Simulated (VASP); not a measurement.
Input of a VASP 6.6.1 run:

File INCAR:

```
ALGO = Normal
EDIFF = 1E-6
ENCUT = 520
GGA = PS
ISIF = 2
ISMEAR = -1
LASPH = T
LCHARG = F
LREAL = F
LWAVE = F
NBANDS = 44
NELM = 60
PREC = Accurate
SIGMA = 0.03
```

KPOINTS

```
k-points
0
Gamma
  6 6 2
```

Contents of POSCAR:

```
Ge2Sb2Te5
1.0
    4.2241085611      0.0000000000      0.0000000000
   -2.1120542805      3.6581853222      0.0000000000
    0.0000000000      0.0000000000     16.9076172612
Ge Sb Te
2 2 5
Direct
    0.3333333333      0.6666666667      0.8997510488
    0.6666666667      0.3333333333      0.1002489512
    0.0000000000      0.0000000000      0.6836573423
    0.0000000000      0.0000000000      0.3163426577
    0.0000000000      0.0000000000      0.0000000000
    0.6666666667      0.3333333333      0.8023241728
    0.3333333333      0.6666666667      0.1976758272
    0.3333333333      0.6666666667      0.5822372425
    0.6666666667      0.3333333333      0.4177627575
```

Potentials or basis: VASP PAW PBE potentials, release 64 (Ge_d, Sb, Te).

Command:

```bash
$ cat potpaw_PBE.64/Ge_d/POTCAR potpaw_PBE.64/Sb/POTCAR potpaw_PBE.64/Te/POTCAR > POTCAR
$ mpirun -np 1 vasp_std > vasp.out
```

(1) Estimate the band gap on the k mesh.

(2) Predict the largest force.

Answers

(1) 0.17 eV.

(2) 0.031 eV/Å.

Caveat: semilocal functionals underestimate gaps, and a narrow one can read as zero; the PAW data sets were made with another functional, which shifts forces and pressure a little; spin-orbit coupling is left out, which moves the levels of the heavy elements.
